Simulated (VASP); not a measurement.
# Ta (Fm-3m) in VASP: further runs

The runs below take Ta through single point, relaxation of cell and atoms, with PBE.

All numbers are computed with VASP 6.6.1; they aren't measurements. Logs are shortened: lines on timing, memory, paths and dates and some standing lists are left out, and cuts for length are marked.

**1. The cell of the first run**

It takes space group Fm-3m (No. 225, cubic). Conventional cell: a = 6.369 Å, b = 6.369 Å, c = 6.369 Å, α = 90.00°, β = 90.00°, γ = 90.00°. Ta (site symmetry m-3m) has 8 Ta at 2.76 Å within 3.6 Å. Ta (site symmetry -43m) has 10 Ta at 2.76 to 3.18 Å within 3.6 Å.

**2. Single point, PBE**

Contents of INCAR:

```
SYSTEM = Ta
PREC = Accurate
ENCUT = 520
EDIFF = 1E-6
ISMEAR = 0
SIGMA = 0.1
LREAL = .FALSE.
LASPH = .TRUE.
NELM = 80
ALGO = Normal
ISIF = 2
LWAVE = .FALSE.
LCHARG = .FALSE.
GGA = PE
NBANDS = 24
```

Contents of KPOINTS:

```
Automatic mesh
0
G
  4 4 4
  0 0 0
```

Contents of POSCAR:

```
Ta
1.0
    0.0000000000      3.1845017862      3.1845017862
    3.1845017862      0.0000000000      3.1845017862
    3.1845017862      3.1845017862      0.0000000000
Ta
3
Direct
    0.5000000000      0.5000000000      0.5000000000
    0.2500000000      0.2500000000      0.2500000000
    0.7500000000      0.7500000000      0.7500000000
```

Potentials or basis: VASP PAW PBE potentials, release 64 (Ta_pv).

Command:

```console
> cat potpaw_PBE.64/Ta_pv/POTCAR > POTCAR
> mpirun -np 1 vasp_std > vasp.out
```

OUTCAR:

```text
SYSTEM = Ta
   PREC = Accurate
   ENCUT = 520
   EDIFF = 1E-6
   ISMEAR = 0
   LREAL = .FALSE.
   LASPH = .TRUE.
   NELM = 80
   ISIF = 2
   GGA = PE

 ion  position               nearest neighbor table
   1  0.500  0.500  0.500-   2 2.76   2 2.76   2 2.76   3 2.76   3 2.76   3 2.76   3 2.76   2 2.76

   2  0.250  0.250  0.250-   1 2.76   1 2.76   1 2.76   1 2.76   3 3.18   3 3.18   3 3.18   3 3.18
                             3 3.18   3 3.18
   3  0.750  0.750  0.750-   1 2.76   1 2.76   1 2.76   1 2.76   2 3.18   2 3.18   2 3.18   2 3.18
                             2 3.18   2 3.18

  LATTYP: Found a face centered cubic cell.
 ALAT       =     6.3690035724

  Lattice vectors:

 A1 = (   0.0000000000,   3.1845017862,   3.1845017862)
 A2 = (   3.1845017862,   0.0000000000,   3.1845017862)
 A3 = (   3.1845017862,   3.1845017862,   0.0000000000)

Analysis of symmetry for initial positions (statically):
=====================================================================
 Subroutine PRICEL returns:
 Original cell was already a primitive cell.

 Routine SETGRP: Setting up the symmetry group for a
 face centered cubic supercell.

 Subroutine GETGRP returns: Found 48 space group operations
 (whereof 48 operations were pure point group operations)
 out of a pool of 48 trial point group operations.

The static configuration has the point symmetry O_h .

Analysis of symmetry for dynamics (positions and initial velocities):
=====================================================================
 Subroutine PRICEL returns:
 Original cell was already a primitive cell.

 Routine SETGRP: Setting up the symmetry group for a
 face centered cubic supercell.

 Subroutine GETGRP returns: Found 48 space group operations
 (whereof 48 operations were pure point group operations)
 out of a pool of 48 trial point group operations.

The dynamic configuration has the point symmetry O_h .

 Subroutine INISYM returns: Found 48 space group operations
 (whereof 48 operations are pure point group operations),
 and found     1 'primitive' translations

----------------------------------------------------------------------------------------

                                     Primitive cell

  volume of cell :      64.5884

  direct lattice vectors                    reciprocal lattice vectors
     0.000000000  3.184501786  3.184501786    -0.157010432  0.157010432  0.157010432
     3.184501786  0.000000000  3.184501786     0.157010432 -0.157010432  0.157010432
     3.184501786  3.184501786  0.000000000     0.157010432  0.157010432 -0.157010432

  length of vectors
     4.503565615  4.503565615  4.503565615     0.271950045  0.271950045  0.271950045

  position of ions in fractional coordinates (direct lattice)
     0.500000000  0.500000000  0.500000000
     0.250000000  0.250000000  0.250000000
     0.750000000  0.750000000  0.750000000

  ion indices of the primitive-cell ions
   primitive index   ion index
                 1           1
                 2           2
                 3           3

----------------------------------------------------------------------------------------

 KPOINTS: Automatic mesh

Automatic generation of k-mesh.
 Grid dimensions read from file:
 generate k-points for:    4    4    4

 Generating k-lattice:

  Cartesian coordinates                     Fractional coordinates (reciprocal lattice)
    -0.039252608  0.039252608  0.039252608     0.250000000  0.000000000  0.000000000
     0.039252608 -0.039252608  0.039252608     0.000000000  0.250000000  0.000000000
     0.039252608  0.039252608 -0.039252608     0.000000000  0.000000000  0.250000000

  Length of vectors
     0.067987511  0.067987511  0.067987511

  Shift w.r.t. Gamma in fractional coordinates (k-lattice)
     0.000000000  0.000000000  0.000000000

 Subroutine IBZKPT returns following result:
 ===========================================

 Found      8 irreducible k-points:

 Following reciprocal coordinates:
            Coordinates               Weight
  0.000000  0.000000  0.000000      1.000000
  0.250000  0.000000  0.000000      8.000000
  0.500000  0.000000  0.000000      4.000000
  0.250000  0.250000  0.000000      6.000000
  0.500000  0.250000  0.000000     24.000000
 -0.250000  0.250000  0.000000     12.000000
  0.500000  0.500000  0.000000      3.000000
 -0.250000  0.500000  0.250000      6.000000
   k-points           NKPTS =      8   k-points in BZ     NKDIM =      8   number of bands    NBANDS=     24
   number of dos      NEDOS =    301   number of ions     NIONS =      3
   total plane-waves  NPLWV =  46656
   dimension x,y,z NGX =    36 NGY =   36 NGZ =   36
   dimension x,y,z NGXF=    72 NGYF=   72 NGZF=   72
   ions per type =               3
   NGX,Y,Z   is equivalent  to a cutoff of  13.29, 13.29, 13.29 a.u.
   NGXF,Y,Z  is equivalent  to a cutoff of  26.58, 26.58, 26.58 a.u.
 SYSTEM =  Ta
   PREC   = accura    normal or accurate (medium, high low for compatibility)
   ISTART =      0    job   : 0-new  1-cont  2-samecut
   ICHARG =      2    charge: 1-file 2-atom 10-const
   ISPIN  =      1    spin polarized calculation?
   LNONCOLLINEAR =      F non collinear calculations
   LSORBIT =      F    spin-orbit coupling
   LASPH  =      T    aspherical Exc in radial PAW
   ENCUT  =  520.0 eV  38.22 Ry    6.18 a.u.   8.37  8.37  8.37*2*pi/ulx,y,z
   NELM   =     80;   NELMIN=  2; NELMDL= -5     # of ELM steps
   EDIFF  = 0.1E-05   stopping-criterion for ELM
   LREAL  =      F    real-space projection
   EDIFFG = 0.1E-04   stopping-criterion for IOM
   NSW    =      0    number of steps for IOM
   IBRION =     -1    ionic relax: 0-MD 1-quasi-New 2-CG
   NFREE  =      0    steps in history (QN), initial steepest desc. (CG)
   ISIF   =      2    stress and relaxation
   ISYM   =      2    0-nonsym 1-usesym 2-fastsym
   POTIM  = 0.5000    time-step for ionic-motion
   TEBEG  =    0.0;   TEEND  =   0.0 temperature during run
   PSTRESS=    0.0 pullay stress
   NELECT =      33.0000    total number of electrons
   NUPDOWN=      -1.0000    fix difference up-down
   EMIN   =  10.00;   EMAX   =-10.00  energy-range for DOS
   EFERMI =   0.00;   METHOD = LEGACY
   ISMEAR =     0;   SIGMA  =   0.10  broadening in eV -4-tet -1-fermi 0-gaus
   EFERMI_NEDOS =   21; number of points for ismear=-14 and -15
   IALGO  =     38    algorithm
   IMIX   =      4    mixing-type and parameters
     AMIX     =   0.40;   BMIX     =  1.00
     AMIX_MAG =   1.60;   BMIX_MAG =  1.00
  volume/ion in A,a.u.               =      21.53       145.29
  Fermi-wavevector in a.u.,A,eV,Ry     =   1.308764  2.473205 23.304916  1.712863
  Thomas-Fermi vector in A             =   2.439409
   LORBIT       =      0    0 simple, 1 ext, 2 COOP (PROOUT), +10 PAW based schemes
   GGA     = PE    functional components
   LHFCALC =     F    Hartree Fock is set to
   AEXX    =    0.0000 exact exchange contribution
   IVDW    =     0    specifies the selected vdW correction
   LEPSILON=     F    determine dielectric tensor
   LRPA    =     F    only Hartree local field effects (RPA)
 non-spin polarized calculation
 Gauss-broadening in eV      SIGMA  =   0.10
  energy-cutoff  :      520.00
  volume of cell :       64.59
 maximum number of plane-waves:      1807
 NGX is ok and might be reduce to    36
   NGX = 17   NGY = 17   NGZ = 17

 number of electron      33.0000001 magnetization

 Free energy of the ion-electron system (eV)
  ---------------------------------------------------
  ext. energy  EPLUGINS =         0.00000000
  ---------------------------------------------------
  free energy    TOTEN  =       -32.68736759 eV

  energy without entropy =      -32.66473028  energy(sigma->0) =      -32.67604894

 E-fermi :   4.0702     XC(G=0): -11.4918

 val. band max:        4.0351369572   @ k =  -0.2500   0.2500   0.0000
 cond. band min:       4.0785646794   @ k =   0.5000   0.0000   0.0000
 fundamental gap:      0.0434277222
 Fermi energy:         4.0701699150

 k-point     1 :       0.0000    0.0000    0.0000
  band No.  band energies     occupation
      1     -30.1144      2.00000
      2     -30.1144      2.00000
      3     -30.1144      2.00000
      4     -30.0267      2.00000
      5     -30.0267      2.00000
      6     -30.0267      2.00000
[... 16 lines left out ...]
     23       9.0652      0.00000
     24       9.3493      0.00000

 k-point     2 :       0.2500    0.0000    0.0000
  band No.  band energies     occupation
      1     -30.1890      2.00000
      2     -30.1556      2.00000
      3     -30.1556      2.00000
      4     -30.0084      2.00000
      5     -30.0084      2.00000
      6     -29.9322      2.00000
[... 16 lines left out ...]
     23       8.8127      0.00000
     24       9.5824      0.00000

 k-point     3 :       0.5000    0.0000    0.0000
  band No.  band energies     occupation
      1     -30.1862      2.00000
      2     -30.1862      2.00000
      3     -30.1245      2.00000
      4     -30.0052      2.00000
      5     -30.0004      2.00000
      6     -30.0004      2.00000
[... 16 lines left out ...]
     23       8.6522      0.00000
     24       9.3807      0.00000

 k-point     4 :       0.2500    0.2500    0.0000
  band No.  band energies     occupation
      1     -30.2693      2.00000
      2     -30.2693      2.00000
      3     -30.0961      2.00000
      4     -29.9731      2.00000
      5     -29.9145      2.00000
      6     -29.9145      2.00000
[... 16 lines left out ...]
     23       9.2056      0.00000
     24       9.3320      0.00000

 k-point     5 :       0.5000    0.2500    0.0000
  band No.  band energies     occupation
      1     -30.2937      2.00000
      2     -30.2839      2.00000
      3     -30.1456      2.00000
      4     -29.9696      2.00000
      5     -29.9100      2.00000
      6     -29.8833      2.00000
[... 16 lines left out ...]
     23       8.5996      0.00000
     24       9.1645      0.00000

 k-point     6 :      -0.2500    0.2500    0.0000
  band No.  band energies     occupation
      1     -30.2676      2.00000
      2     -30.1976      2.00000
      3     -30.1438      2.00000
      4     -30.0205      2.00000
      5     -29.9866      2.00000
      6     -29.8714      2.00000
[... 16 lines left out ...]
     23       8.5824      0.00000
     24       9.1021      0.00000

 k-point     7 :       0.5000    0.5000    0.0000
  band No.  band energies     occupation
      1     -30.3643      2.00000
      2     -30.3643      2.00000
      3     -30.1738      2.00000
      4     -29.8564      2.00000
      5     -29.8564      2.00000
      6     -29.8283      2.00000
[... 16 lines left out ...]
     23       8.1449      0.00000
     24       9.3961      0.00000

 k-point     8 :      -0.2500    0.5000    0.2500
  band No.  band energies     occupation
      1     -30.3781      2.00000
      2     -30.1573      2.00000
      3     -30.1394      2.00000
      4     -30.1394      2.00000
      5     -29.8450      2.00000
      6     -29.8397      2.00000
[... 16 lines left out ...]
     23       8.5737      0.00000
     24       8.6422      0.00000

------------------------ aborting loop because EDIFF is reached ----------------------------------------

  FORCE on cell =-STRESS in cart. coord.  units (eV):
  Direction    XX          YY          ZZ          XY          YZ          ZX
  --------------------------------------------------------------------------------------
  -------------------------------------------------------------------------------------
  Total        0.1338556      0.1338556      0.1338556      0.0000000      0.0000000      0.0000000
  in kB        3.3204159      3.3204159      3.3204159      0.0000000      0.0000000      0.0000000
  external PRESSURE =       3.3204159 kB  Pullay stress =       0.0000000 kB

 VOLUME and BASIS-vectors are now :
 -----------------------------------------------------------------------------
  energy-cutoff  :      520.00
  volume of cell :       64.59
      direct lattice vectors                 reciprocal lattice vectors
     0.000000000  3.184501786  3.184501786    -0.157010432  0.157010432  0.157010432
     3.184501786  0.000000000  3.184501786     0.157010432 -0.157010432  0.157010432
     3.184501786  3.184501786  0.000000000     0.157010432  0.157010432 -0.157010432

 POSITION                                       TOTAL-FORCE (eV/Angst)
 -----------------------------------------------------------------------------------
      3.18450      3.18450      3.18450        -0.000000     -0.000000      0.000000
      1.59225      1.59225      1.59225        -0.000000     -0.000000     -0.000000
      4.77675      4.77675      4.77675         0.000000      0.000000      0.000000
 -----------------------------------------------------------------------------------
    total drift:                                0.000000      0.000000      0.000000

  FREE ENERGIE OF THE ION-ELECTRON SYSTEM (eV)
  ---------------------------------------------------
  free  energy   TOTEN  =       -32.6873675918 eV

  energy  without entropy=      -32.6647302813  energy(sigma->0) =      -32.67604894
```

It took 8.7 s on 1 thread of Intel Xeon 6975P-C (Granite Rapids), shared host; peak memory 0.19 GiB.

Results:

```
Free energy : -32.6874 eV
Pressure    : 0.3 GPa
```

Levels at points of the mesh, in eV from the Fermi level:
```csv
k point,band 13,band 14,band 15,band 16,band 17,band 18,band 19,band 20
"(0.00, 0.00, 0.00)",-1.16,-1.16,-1.16,-0.20,-0.20,-0.20,4.16,4.16
"(0.50, 0.00, 0.00)",-1.64,-1.49,-1.09,-1.09,0.01,0.01,1.17,1.34
"(0.50, 0.50, 0.00)",-2.12,-1.11,-0.91,-0.91,1.46,1.46,1.52,2.58
```

Caveat: the k points lie up to 0.43 Å⁻¹ apart; spin-orbit coupling is left out, which moves the levels of the heavy elements.

**3. Relaxation of cell and atoms, PBE**

This run uses another cell than the first one, of 36.11 Å³/atom, 1.677 times its volume.

Contents of INCAR:

```
  ALGO = Normal
  EDIFF = 1E-7
  EDIFFG = -0.04
  ENCUT = 600
  GGA = PE
  IBRION = 2
  ISIF = 3
  ISMEAR = 0
  LASPH = T
  LCHARG = F
  LREAL = F
  LWAVE = F
  NELM = 60
  NSW = 90
  PREC = Accurate
  SIGMA = 0.1
```

Contents of KPOINTS:

```
k-points
0
Gamma
  4 4 4
```

Contents of POSCAR:

```
Ta
1.0
    0.0000000000      3.7837407600      3.7837407600
    3.7837407600      0.0000000000      3.7837407600
    3.7837407600      3.7837407600      0.0000000000
Ta
3
Direct
    0.5000000000      0.5000000000      0.5000000000
    0.2500000000      0.2500000000      0.2500000000
    0.7500000000      0.7500000000      0.7500000000
```

Potentials or basis: VASP PAW PBE potentials, release 64 (Ta_pv).

Command:

```console
> cat potpaw_PBE.64/Ta_pv/POTCAR > POTCAR
> mpirun -np 1 vasp_std > vasp.out
```

Wall time 71 s (1 thread of Intel Xeon 6975P-C (Granite Rapids), shared host); peak memory 0.34 GiB.

It converged, with:

```
Free energy                            : -32.6907 eV
Relaxed volume                         : 21.56 Å³/atom
Relaxed cell                           : a = 4.506 Å, b = 4.506 Å, c = 4.506 Å, α = 60.00°, β = 60.00°, γ = 60.00°
Space group after relaxing (to 0.05 Å) : Fm-3m (No. 225)
Energy gained by relaxing              : 1859.5 meV/atom
Ionic steps                            : 5
Pressure after relaxing                : 0.1 GPa
```

The path:
| step | energy change (eV) | largest force (eV/Å) | pressure (GPa) | volume (Å³) |
| --- | --- | --- | --- | --- |
| 1 | 0.0000 | 0.0000 | -26.18 | 108.34 |
| 2 | 4.2228 | 0.0000 | 183.73 | 39.66 |
| 3 | -5.4709 | 0.0000 | -7.98 | 68.87 |
| 4 | -5.5589 | 0.0000 | -3.61 | 66.46 |
| 5 | -5.5786 | 0.0000 | 0.13 | 64.69 |

Final structure:
```yaml
crystal:
  lattice:
    - [0.00000, 3.18624, 3.18624]
    - [3.18624, 0.00000, 3.18624]
    - [3.18624, 3.18624, 0.00000]
  atoms:
    - { symbol: Ta, position: [0.50000, 0.50000, 0.50000] }
    - { symbol: Ta, position: [0.25000, 0.25000, 0.25000] }
    - { symbol: Ta, position: [0.75000, 0.75000, 0.75000] }
```

Levels at points of the mesh, in eV from the Fermi level:
```tsv
k point	band 14	band 15	band 16	band 17	band 18	band 19
(0.00, 0.00, 0.00)	-1.16	-1.16	-0.20	-0.20	-0.20	4.16
(0.50, 0.00, 0.00)	-1.49	-1.09	-1.09	0.01	0.01	1.34
(0.50, 0.50, 0.00)	-1.10	-0.90	-0.90	1.46	1.46	1.52
```

Caveat: the volume moved by over 15 % at a fixed basis, so the end points are rough; spin-orbit coupling is left out, which moves the levels of the heavy elements.
